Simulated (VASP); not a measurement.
Here is a VASP 6.6.1 calculation.

File INCAR:

```
  PREC = Accurate
  ENCUT = 500
  EDIFF = 1E-8
  ISMEAR = 0
  SIGMA = 0.01
  LREAL = False
  LASPH = True
  NELM = 120
  ALGO = Normal
  ISIF = 2
  LWAVE = False
  LCHARG = False
  NBANDS = 11
  IBRION = 8
  NSW = 1
  GGA_COMPAT = False
```

KPOINTS

```
regular mesh
0
Gamma
  4 4 4
```

File POSCAR:

```
BP
1.0
    0.0000000000      2.2500033761      2.2500033761
    2.2500033761      0.0000000000      2.2500033761
    2.2500033761      2.2500033761      0.0000000000
B P
1 1
Direct
    0.0000000000      0.0000000000      0.0000000000
    0.2500000000      0.2500000000      0.2500000000
```

Potentials or basis: VASP PAW LDA potentials, release 64 (B, P).

Command:

```sh
$ cat potpaw_LDA.64/B/POTCAR potpaw_LDA.64/P/POTCAR > POTCAR
$ mpirun -np 1 vasp_std > vasp.out
```

Problem. What does it give for the highest phonon frequency at Γ, LO-TO splitting left out?

Solution. 830 cm⁻¹.

Phonon frequencies in cm⁻¹ (negative: imaginary):
| q point | frequencies |
| --- | --- |
| (0.000, 0.000, 0.000) | 0 0 0 830 830 830 |

Caveat: the k points lie up to 0.60 Å⁻¹ apart.
